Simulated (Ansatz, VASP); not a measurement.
## Li3HS in VASP and in Ansatz

File INCAR:

```
SYSTEM = Li3HS
  PREC = Accurate
  ENCUT = 520
  EDIFF = 1E-7
  ISMEAR = 0
  SIGMA = 0.1
  LREAL = .FALSE.
  LASPH = .TRUE.
  NELM = 100
  ALGO = Normal
  ISIF = 2
  LWAVE = .FALSE.
  LCHARG = .FALSE.
  GGA = PE
  NBANDS = 16
```

The input KPOINTS:

```
regular mesh
0
G
  6 6 6
  0 0 0
```

Contents of POSCAR:

```
Li3HS
1.0
    3.8518900000      0.0000000000      0.0000000000
    0.0000000000      3.8518900000      0.0000000000
    0.0000000000      0.0000000000      3.8518900000
S H Li
1 1 3
Direct
    0.5000000000      0.5000000000      0.5000000000
    0.0000000000      0.0000000000      0.0000000000
    0.5000000000      0.0000000000      0.0000000000
    0.0000000000      0.5000000000      0.0000000000
    0.0000000000      0.0000000000      0.5000000000
```

Input for Ansatz:

```yaml
crystal:
  lattice:
    - [3.85189, 0.0, 0.0]
    - [0.0, 3.85189, 0.0]
    - [0.0, 0.0, 3.85189]
  atoms:
    - { symbol: S, position: [0.5, 0.5, 0.5] }
    - { symbol: H, position: [0.0, 0.0, 0.0] }
    - { symbol: Li, position: [0.5, 0.0, 0.0] }
    - { symbol: Li, position: [0.0, 0.5, 0.0] }
    - { symbol: Li, position: [0.0, 0.0, 0.5] }
basis:
  ecutwfc: 420
kpoints:
  mp_grid: { grid: [6, 6, 6] }
hamiltonian:
  xc: pbe
scf:
  occupations: { method: gaussian, width: 0.1 }
output:
  forces: true
  stress: true
  eigenvalues: true
```

Alike in both runs: task single point; functional PBE; k mesh 6 × 6 × 6; occupations gaussian, width 0.1 eV; no spin polarisation.

|  | VASP | Ansatz |
| --- | --- | --- |
| version | VASP 6.6.1 | Ansatz 0.2.0 |
| potentials or method | VASP PAW PBE potentials, release 64 (S, H, Li_sv), cutoff 520 eV | scalar-relativistic, plane waves, PAW |
| valence electrons in the cell | 16 | 16 |

Ansatz gave:

* gap on the k mesh at the Fermi level (eV): 3.95
* least direct gap on the mesh (eV): 4.36

Q: What did VASP give for the same quantities?

A: gap on the k mesh at the Fermi level (eV): 3.96; least direct gap on the mesh (eV): 4.38.

Noted on VASP's run: the cutoff is short for stress, so the pressure is rough.
